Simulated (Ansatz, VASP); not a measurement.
Two plane-wave programs on Cd3HgS4

```
Cd Hg S
1.0
    -2.89182    2.89182    5.78364
     2.89182   -2.89182    5.78364
     2.89182    2.89182   -5.78364
Cd Hg S
3 1 4
Cartesian
  0.0000 0.0000 5.7836
  2.8918 0.0000 2.8918
  0.0000 2.8918 2.8918
  0.0000 0.0000 0.0000
  1.4459 1.4459 4.3377
  1.4459 1.4459 -1.4459
  -1.4459 1.4459 7.2296
  1.4459 -1.4459 7.2296
```

Alike in both runs: task relaxation of cell and atoms; functional PBE; k mesh 4 × 4 × 4; occupations gaussian, width 0.1 eV; no spin polarisation.

|  | VASP | Ansatz |
| --- | --- | --- |
| version | VASP 6.6.1 | Ansatz 0.2.0 |
| potentials or method | VASP PAW PBE potentials, release 64 (Cd_sv_GW, Hg_sv_GW, S), cutoff 630 eV | scalar-relativistic, plane waves, PAW |
| valence electrons in the cell | 104 | 104 |

|  | VASP | Ansatz | Ansatz less VASP |
| --- | --- | --- | --- |
| gap on the k mesh at the Fermi level, each at its own relaxed structure (eV) | 0.63 | 0.62 | -0.005 |
| relaxed volume (Å³/atom) | 26.13 | 26.24 | +0.111 |
| relaxed length of the cell vector where the two differ most in proportion (Å) | 7.269 | 7.279 | +0.0104 |

Spin-orbit coupling is off throughout.
